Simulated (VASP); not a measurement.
Al, 1 atom in the cell. Symmetry: Fm-3m, No. 225, cubic system. The conventional cell has a = 3.290 Å, b = 3.290 Å, c = 3.290 Å, α = 90.00°, β = 90.00°, γ = 90.00°. Al (site symmetry m-3m) has 12 Al at 2.33 Å within 3.1 Å.  This cell differs from its parent crystal: volume scaled by 0.55.

```yaml
Program: VASP 6.6.1
Task: single point
Functional: PBEsol
Potentials_or_basis: VASP PAW PBE potentials, release 64 (Al)
Cutoff: 520 eV
k_mesh: 18 × 18 × 18
Occupations: fermi-dirac, width 0.08 eV
Spin: no spin polarisation
Dipole_correction: no
Further_INCAR_settings: ALGO = Normal; EDIFF = 1e-06; NBANDS = 8
```

Potentials or basis: VASP PAW PBE potentials, release 64 (Al).

Command:

```sh
$ cat potpaw_PBE.64/Al/POTCAR > POTCAR
$ mpirun -np 1 vasp_std > vasp.out
```

Hardware: 1 thread of AMD EPYC 7R13, with other jobs on the host.

How long does it take, and how much memory?

Wall time 15 s on 1 thread of AMD EPYC 7R13 (shared host), peak memory 0.09 GiB. Counts: scf iterations 10, k points 195.
